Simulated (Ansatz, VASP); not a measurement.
# One calculation of BaH4, two programs

Contents of INCAR:

```
SYSTEM = BaH4
  ALGO = Normal
  EDIFF = 1E-6
  EDIFFG = -0.01
  ENCUT = 600
  GGA = PE
  IBRION = 2
  ISIF = 3
  ISMEAR = 0
  LASPH = .True.
  LCHARG = .False.
  LREAL = .False.
  LWAVE = .False.
  NELM = 100
  NSW = 100
  PREC = Accurate
  SIGMA = 0.02
```

The input KPOINTS:

```
k-points
0
Gamma
  6 6 6
  0 0 0
```

The input POSCAR:

```
BaH4
1.0
    2.2926231534      1.3236465948      3.5428506043
   -2.2926231534      1.3236465948      3.5428506043
    0.0000000000     -2.6472931896      3.5428506043
Ba H
1 4
Direct
    0.0000000000      0.0000000000      0.0000000000
    0.7407908648      0.7407908648      0.7407908648
    0.2592091352      0.2592091352      0.2592091352
    0.4638710694      0.4638710694      0.4638710694
    0.5361289306      0.5361289306      0.5361289306
```

Input for Ansatz:

```yaml
crystal:
  lattice:
    - [2.2926231534, 1.3236465948, 3.5428506043]
    - [-2.2926231534, 1.3236465948, 3.5428506043]
    - [0.0, -2.6472931896, 3.5428506043]
  atoms:
    - { symbol: Ba, position: [0.0, 0.0, 0.0] }
    - { symbol: H, position: [0.7407908648, 0.7407908648, 0.7407908648] }
    - { symbol: H, position: [0.2592091352, 0.2592091352, 0.2592091352] }
    - { symbol: H, position: [0.4638710694, 0.4638710694, 0.4638710694] }
    - { symbol: H, position: [0.5361289306, 0.5361289306, 0.5361289306] }
basis:
  ecutwfc: 420
kpoints:
  mp_grid: { grid: [6, 6, 6] }
hamiltonian:
  xc: pbe
scf:
  occupations: { method: gaussian, width: 0.02 }
output:
  forces: true
  stress: true
  eigenvalues: true
relax:
  adjacent_minimum: "off"
  f_tol: 0.01
  max_steps: 80
  cell: { stress_tol: 0.05 }
```

Change from the starting cell: the structure that the rattled cell fell into.

Alike in both runs: task relaxation of cell and atoms; functional PBE; k mesh 6 × 6 × 6; occupations gaussian, width 0.02 eV; no spin polarisation.

```csv
,VASP,Ansatz
version,VASP 6.6.1,Ansatz 0.2.0
potentials or method,"VASP PAW PBE potentials, release 64 (Ba_sv, H), cutoff 600 eV","scalar-relativistic, plane waves, PAW"
valence electrons in the cell,14,14
```

Ansatz gave:

* gap on the k mesh at the Fermi level, each at its own relaxed structure (eV): 2.65
* relaxed volume (Å³/atom): 12.86
* relaxed length of the cell vector where the two differ most in proportion (Å): 4.416

Problem. Which values does VASP return?

Solution. gap on the k mesh at the Fermi level, each at its own relaxed structure (eV): 2.50; relaxed volume (Å³/atom): 13.06; relaxed length of the cell vector where the two differ most in proportion (Å): 4.439.

Spin-orbit coupling is off throughout.
